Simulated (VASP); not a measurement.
Set up this calculation in VASP 6.6.1, as the native input.

```yaml
Task: single point
Functional: LDA
Potentials_or_basis: VASP PAW LDA potentials, release 64 (B, P)
Cutoff: 500 eV
k_mesh: 10 × 10 × 10
Occupations: gaussian, width 0.02 eV
Spin: no spin polarisation
Dipole_correction: no
Further_INCAR_settings: ALGO = Normal; EDIFF = 1e-06; NBANDS = 11
```

The structure of BP lies in POSCAR:

```
BP
1.0
    0.0000000000      2.2454202123      2.2454202123
    2.2454202123      0.0000000000      2.2454202123
    2.2454202123      2.2454202123      0.0000000000
B P
1 1
Direct
    0.0000000000      0.0000000000      0.0000000000
    0.2500000000      0.2500000000      0.2500000000
```

The input as run:

INCAR

```
  PREC = Accurate
  ENCUT = 500
  EDIFF = 1E-6
  ISMEAR = 0
  SIGMA = 0.02
  LREAL = False
  LASPH = True
  NELM = 120
  ALGO = Normal
  ISIF = 2
  LWAVE = False
  LCHARG = False
  GGA = CA
  NBANDS = 11
  GGA_COMPAT = False
```

KPOINTS

```
Automatic mesh
0
Gamma
  10 10 10
```

Potentials or basis: VASP PAW LDA potentials, release 64 (B, P).

The run is started by

```bash
$ cat potpaw_LDA.64/B/POTCAR potpaw_LDA.64/P/POTCAR > POTCAR
$ mpirun -np 1 vasp_std > vasp.out
```

It gave:

```
Pressure               : -0.1 GPa
Band gap on the k mesh : 1.15 eV (least direct gap 3.43 eV)
```

Wall time 3.4 s on 1 thread of Intel(R) Xeon(R) 6975P-C (Granite Rapids), with other jobs on the host, peak memory 0.12 GiB.
